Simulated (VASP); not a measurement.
# Pb8N in VASP: single point with PBE

Aim: the single point of Pb8N with PBE.

All numbers are computed with VASP 6.6.1; they aren't measurements. Logs are shortened: lines on timing, memory, paths and dates and some standing lists are left out, and cuts for length are marked.

## 1. The cell of the first run

The cell holds a slab with vacuum, 9 atoms: a = 7.130 Å, b = 7.130 Å, c = 18.123 Å, α = 90.00°, β = 90.00°, γ = 120.00°.

## 2. Single point, PBE

Input file INCAR:

```
SYSTEM = Pb8N
PREC = Accurate
ENCUT = 520
EDIFF = 1E-6
ISMEAR = 0
SIGMA = 0.1
LREAL = .False.
LASPH = .True.
NELM = 120
ALGO = Normal
ISIF = 2
LWAVE = .False.
LCHARG = .False.
LDIPOL = .True.
IDIPOL = 3
DIPOL = 0.5 0.5 0.312
GGA = PE
NBANDS = 68
GGA_COMPAT = .False.
NELMDL = -8
```

Input file KPOINTS:

```
regular mesh
0
Gamma
  6 6 1
  0 0 0
```

Input file POSCAR:

```
Pb8N
1.0
    7.1295023335      0.0000000000      0.0000000000
   -3.5647511668      6.1743301372      0.0000000000
    0.0000000000      0.0000000000     18.1234889141
Pb N
8 1
Direct
    0.3333333333      0.1666666667      0.2207080557
    0.3333333333      0.6666666666      0.2207080557
    0.8333333333      0.1666666667      0.2207080557
    0.8333333333      0.6666666667      0.2207080557
    0.1666666667      0.3333333334      0.3654643400
    0.1666666667      0.8333333333      0.3654643400
    0.6666666667      0.3333333334      0.3654643400
    0.6666666667      0.8333333334      0.3654643400
    0.3333333333      0.4166666666      0.4611331573
```

Potentials or basis: VASP PAW PBE potentials, release 64 (Pb_d, N).

On the command line:

```
> cat potpaw_PBE.64/Pb_d/POTCAR potpaw_PBE.64/N/POTCAR > POTCAR
> mpirun -np 1 vasp_std > vasp.out
```

OUTCAR:

```text
SYSTEM = Pb8N
   PREC = Accurate
   ENCUT = 520
   EDIFF = 1E-6
   ISMEAR = 0
   LREAL = .False.
   LASPH = .True.
   NELM = 120
   ISIF = 2
   GGA = PE
   NELMDL = -8

 ion  position               nearest neighbor table
   1  0.333  0.167  0.221-   5 3.33   7 3.33   6 3.33   2 3.56   3 3.56   3 3.56   4 3.56   4 3.56
                             2 3.56
   2  0.333  0.667  0.221-   5 3.33   6 3.33   8 3.33   1 3.56   4 3.56   3 3.56   4 3.56   3 3.56
                             1 3.56
   3  0.833  0.167  0.221-   7 3.33   8 3.33   5 3.33   2 3.56   1 3.56   1 3.56   4 3.56   4 3.56
                             2 3.56
   4  0.833  0.667  0.221-   8 3.33   7 3.33   6 3.33   2 3.56   1 3.56   1 3.56   3 3.56   3 3.56
                             2 3.56
   5  0.167  0.333  0.365-   9 2.02   2 3.33   1 3.33   3 3.33   6 3.56   7 3.56   7 3.56   8 3.56
                             8 3.56   6 3.56
   6  0.167  0.833  0.365-   2 3.33   4 3.33   1 3.33   5 3.56   8 3.56   7 3.56   8 3.56   7 3.56
                             5 3.56
   7  0.667  0.333  0.365-   3 3.33   4 3.33   1 3.33   6 3.56   5 3.56   5 3.56   8 3.56   8 3.56
                             6 3.56
   8  0.667  0.833  0.365-   4 3.33   3 3.33   2 3.33   6 3.56   5 3.56   5 3.56   7 3.56   7 3.56
                             6 3.56
   9  0.333  0.417  0.461-   5 2.02

  LATTYP: Found a hexagonal cell.
 ALAT       =     7.1295023335
 C/A-ratio  =     2.5420412346

  Lattice vectors:

 A1 = (   7.1295023335,   0.0000000000,   0.0000000000)
 A2 = (  -3.5647511668,   6.1743301372,   0.0000000000)
 A3 = (   0.0000000000,   0.0000000000,  18.1234889141)

Analysis of symmetry for initial positions (statically):
=====================================================================
 Subroutine PRICEL returns:
 Original cell was already a primitive cell.

 Routine SETGRP: Setting up the symmetry group for a
 hexagonal supercell.

 Subroutine GETGRP returns: Found  2 space group operations
 (whereof  1 operations were pure point group operations)
 out of a pool of 24 trial point group operations.

The static configuration has the point symmetry C_1 .
 The point group associated with its full space group is C_1h.

Analysis of symmetry for dynamics (positions and initial velocities):
=====================================================================
 Subroutine PRICEL returns:
 Original cell was already a primitive cell.

 Routine SETGRP: Setting up the symmetry group for a
 hexagonal supercell.

 Subroutine GETGRP returns: Found  2 space group operations
 (whereof  1 operations were pure point group operations)
 out of a pool of 24 trial point group operations.

The dynamic configuration has the point symmetry C_1 .
 The point group associated with its full space group is C_1h.

 Subroutine INISYM returns: Found  2 space group operations
 (whereof  1 operations are pure point group operations),
 and found     1 'primitive' translations

----------------------------------------------------------------------------------------

                                     Primitive cell

  volume of cell :     797.7942

  direct lattice vectors                    reciprocal lattice vectors
     7.129502333  0.000000000  0.000000000     0.140262245  0.080980445  0.000000000
    -3.564751167  6.174330137  0.000000000     0.000000000  0.161960889  0.000000000
     0.000000000  0.000000000 18.123488914     0.000000000  0.000000000  0.055177014

  length of vectors
     7.129502333  7.129502334 18.123488914     0.161960889  0.161960889  0.055177014

  position of ions in fractional coordinates (direct lattice)
     0.333333333  0.166666667  0.220708056
     0.333333333  0.666666667  0.220708056
     0.833333333  0.166666667  0.220708056
     0.833333333  0.666666667  0.220708056
     0.166666667  0.333333333  0.365464340
     0.166666667  0.833333333  0.365464340
     0.666666667  0.333333333  0.365464340
     0.666666667  0.833333333  0.365464340
     0.333333333  0.416666667  0.461133157

  ion indices of the primitive-cell ions
   primitive index   ion index
                 1           1
                 2           2
                 3           3
                 4           4
                 5           5
                 6           6
                 7           7
                 8           8
                 9           9

----------------------------------------------------------------------------------------

 KPOINTS: regular mesh

Automatic generation of k-mesh.
 Grid dimensions read from file:
 generate k-points for:    6    6    1

 Generating k-lattice:

  Cartesian coordinates                     Fractional coordinates (reciprocal lattice)
     0.023377041  0.013496741  0.000000000     0.166666667  0.000000000  0.000000000
     0.000000000  0.026993482  0.000000000     0.000000000  0.166666667  0.000000000
     0.000000000  0.000000000  0.055177014     0.000000000  0.000000000  1.000000000

  Length of vectors
     0.026993482  0.026993482  0.055177014

  Shift w.r.t. Gamma in fractional coordinates (k-lattice)
     0.000000000  0.000000000  0.000000000

 Subroutine IBZKPT returns following result:
 ===========================================

 Found     13 irreducible k-points:

 Following reciprocal coordinates:
            Coordinates               Weight
  0.000000  0.000000  0.000000      1.000000
  0.166667  0.000000  0.000000      2.000000
  0.000000  0.166667  0.000000      4.000000
  0.333333 -0.000000  0.000000      2.000000
  0.000000  0.333333  0.000000      4.000000
  0.500000  0.000000  0.000000      1.000000
  0.000000  0.500000  0.000000      2.000000
  0.166667  0.166667  0.000000      4.000000
 -0.166667  0.333333  0.000000      2.000000
  0.333333  0.166667  0.000000      4.000000
 -0.166667  0.500000  0.000000      4.000000
  0.500000  0.333333  0.000000      4.000000
  0.333333  0.333333  0.000000      2.000000
   k-points           NKPTS =     13   k-points in BZ     NKDIM =     13   number of bands    NBANDS=     68
   number of dos      NEDOS =    301   number of ions     NIONS =      9
   total plane-waves  NPLWV = 408240
   dimension x,y,z NGX =    54 NGY =   54 NGZ =  140
   dimension x,y,z NGXF=   108 NGYF=  108 NGZF=  280
   ions per type =               8   1
   NGX,Y,Z   is equivalent  to a cutoff of  12.59, 12.59, 12.84 a.u.
   NGXF,Y,Z  is equivalent  to a cutoff of  25.18, 25.18, 25.68 a.u.
 SYSTEM =  Pb8N
   PREC   = accura    normal or accurate (medium, high low for compatibility)
   ISTART =      0    job   : 0-new  1-cont  2-samecut
   ICHARG =      2    charge: 1-file 2-atom 10-const
   ISPIN  =      1    spin polarized calculation?
   LNONCOLLINEAR =      F non collinear calculations
   LSORBIT =      F    spin-orbit coupling
   LASPH  =      T    aspherical Exc in radial PAW
   ENCUT  =  520.0 eV  38.22 Ry    6.18 a.u.  13.26 13.26 33.70*2*pi/ulx,y,z
   NELM   =    120;   NELMIN=  2; NELMDL= -8     # of ELM steps
   EDIFF  = 0.1E-05   stopping-criterion for ELM
   LREAL  =      F    real-space projection
   EDIFFG = 0.1E-04   stopping-criterion for IOM
   NSW    =      0    number of steps for IOM
   IBRION =     -1    ionic relax: 0-MD 1-quasi-New 2-CG
   NFREE  =      0    steps in history (QN), initial steepest desc. (CG)
   ISIF   =      2    stress and relaxation
   ISYM   =      2    0-nonsym 1-usesym 2-fastsym
   POTIM  = 0.5000    time-step for ionic-motion
   TEBEG  =    0.0;   TEEND  =   0.0 temperature during run
   PSTRESS=    0.0 pullay stress
   NELECT =     117.0000    total number of electrons
   NUPDOWN=      -1.0000    fix difference up-down
   EMIN   =  10.00;   EMAX   =-10.00  energy-range for DOS
   EFERMI =   0.00;   METHOD = LEGACY
   ISMEAR =     0;   SIGMA  =   0.10  broadening in eV -4-tet -1-fermi 0-gaus
   EFERMI_NEDOS =   21; number of points for ismear=-14 and -15
   IALGO  =     38    algorithm
   IMIX   =      4    mixing-type and parameters
     AMIX     =   0.40;   BMIX     =  1.00
     AMIX_MAG =   1.60;   BMIX_MAG =  1.00
  volume/ion in A,a.u.               =      88.64       598.20
  Fermi-wavevector in a.u.,A,eV,Ry     =   0.863323  1.631443 10.140777  0.745326
  Thomas-Fermi vector in A             =   1.981255
   LORBIT       =      0    0 simple, 1 ext, 2 COOP (PROOUT), +10 PAW based schemes
   GGA     = PE    functional components
   LHFCALC =     F    Hartree Fock is set to
   AEXX    =    0.0000 exact exchange contribution
   IVDW    =     0    specifies the selected vdW correction
   LEPSILON=     F    determine dielectric tensor
   LRPA    =     F    only Hartree local field effects (RPA)
 non-spin polarized calculation
 Gauss-broadening in eV      SIGMA  =   0.10
  energy-cutoff  :      520.00
  volume of cell :      797.79
 maximum number of plane-waves:     21505
 NGX is ok and might be reduce to    54
   NGX = 27   NGY = 27   NGZ = 67

 number of electron     117.0000035 magnetization

 dipolmoment           0.000000      0.000000      0.369013 electrons x Angstroem

 Free energy of the ion-electron system (eV)
  ---------------------------------------------------
  ext. energy  EPLUGINS =         0.00000000
  ---------------------------------------------------
  free energy    TOTEN  =       -31.61778627 eV

  energy without entropy =      -31.60430234  energy(sigma->0) =      -31.61104431

 E-fermi :  -0.9197     XC(G=0):  -4.0138

 val. band max:       -0.9543599964   @ k =   0.0000   0.5000   0.0000
 cond. band min:      -0.8465504065   @ k =   0.0000   0.5000   0.0000
 fundamental gap:      0.1078095899
 Fermi energy:        -0.9196902847

 k-point     1 :       0.0000    0.0000    0.0000
  band No.  band energies     occupation
      1     -18.1704      2.00000
      2     -18.0468      2.00000
      3     -18.0289      2.00000
      4     -18.0134      2.00000
      5     -18.0080      2.00000
      6     -17.9817      2.00000
[... 60 lines left out ...]
     67       1.9406      0.00000
     68       2.3498      0.00000
[... 850 lines left out ...]
     67       2.0449      0.00000
     68       2.0669      0.00000

------------------------ aborting loop because EDIFF is reached ----------------------------------------

 vacuum level on the upper side and lower side of the slab       (xc-potential included)         0.643        -0.829

  FORCE on cell =-STRESS in cart. coord.  units (eV):
  Direction    XX          YY          ZZ          XY          YZ          ZX
  --------------------------------------------------------------------------------------
  -------------------------------------------------------------------------------------
  Total       -2.1334183     -1.1387879      3.0921348     -0.8613752      0.6816787      1.1807028
  in kB       -4.2844565     -2.2869810      6.2098075     -1.7298645      1.3689874      2.3711570
  external PRESSURE =      -0.1205433 kB  Pullay stress =       0.0000000 kB

 VOLUME and BASIS-vectors are now :
 -----------------------------------------------------------------------------
  energy-cutoff  :      520.00
  volume of cell :      797.79
      direct lattice vectors                 reciprocal lattice vectors
     7.129502333  0.000000000  0.000000000     0.140262245  0.080980445  0.000000000
    -3.564751167  6.174330137  0.000000000     0.000000000  0.161960889  0.000000000
     0.000000000  0.000000000 18.123488914     0.000000000  0.000000000  0.055177014

 POSITION                                       TOTAL-FORCE (eV/Angst)
 -----------------------------------------------------------------------------------
      1.78238      1.02906      4.00000         0.189473     -0.104704     -0.351544
     -0.00000      4.11622      4.00000         0.004060      0.216441     -0.351544
      5.34713      1.02906      4.00000         0.119742      0.069133     -0.259205
      3.56475      4.11622      4.00000        -0.074253     -0.042870     -0.252116
     -0.00000      2.05811      6.62349        -0.670543     -0.387138     -0.391724
     -1.78238      5.14528      6.62349         0.107345      0.061976      0.203613
      3.56475      2.05811      6.62349        -0.503049      0.041569      0.690919
      1.78238      5.14528      6.62349        -0.215525     -0.456438      0.690919
      0.89119      2.57264      8.35734         1.042749      0.602031      0.020683
 -----------------------------------------------------------------------------------
    total drift:                                0.000065      0.000034     -0.000451

  FREE ENERGIE OF THE ION-ELECTRON SYSTEM (eV)
  ---------------------------------------------------
  free  energy   TOTEN  =       -31.6177862742 eV

  energy  without entropy=      -31.6043023401  energy(sigma->0) =      -31.61104431

 vacuum level on the upper side and lower side of the slab         4.350         2.825
```

It took 34 min on 1 thread of Intel Xeon Platinum 8488C (Sapphire Rapids), shared host; peak memory 1.1 GiB.

Results:

```yaml
Free_energy: -31.6178 eV
Largest_force: 1.204 eV/Å
Band_gap_on_the_k_mesh: zero (an odd number of electrons rules out a gap without spin polarisation)
```

Forces in eV/Å, atoms in the order of the input:
```
Pb   0.189 -0.105 -0.352
Pb   0.004  0.216 -0.352
Pb   0.120  0.069 -0.259
Pb  -0.074 -0.043 -0.252
Pb  -0.671 -0.387 -0.392
Pb   0.107  0.062  0.204
Pb  -0.503  0.042  0.691
Pb  -0.216 -0.456  0.691
N    1.043  0.602  0.021
```

Caveat: spin-orbit coupling is left out, which moves the levels of the heavy elements.
